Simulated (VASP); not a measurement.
Here is a VASP 6.6.1 calculation.

File INCAR:

```
  PREC = Accurate
  ENCUT = 520
  EDIFF = 1E-6
  ISMEAR = -1
  SIGMA = 0.08
  LREAL = F
  LASPH = T
  NELM = 100
  ALGO = Normal
  ISIF = 2
  LWAVE = F
  LCHARG = F
  GGA = PE
  NBANDS = 11
```

File KPOINTS:

```
regular mesh
0
Gamma
  17 17 9
```

The input POSCAR:

```
Si
1.0
    2.0558197216      0.0000000000      0.0000000000
   -1.0279098608      1.7803921045      0.0000000000
    0.0000000000      0.0000000000      3.3715519134
Si
2
Direct
    0.3333333333      0.6666666667      0.2500000000
    0.6666666667      0.3333333333      0.7500000000
```

Potentials or basis: VASP PAW PBE potentials, release 64 (Si).

Run with:

```bash
$ cat potpaw_PBE.64/Si/POTCAR > POTCAR
$ mpirun -np 1 vasp_std > vasp.out
```

(1) Predict the pressure.

(2) Predict the band gap on the k mesh.

Results:

(1) 477.9 GPa.

(2) zero (band 4 reaches 39.72 eV, above the bottom of band 5 at 22.16 eV).
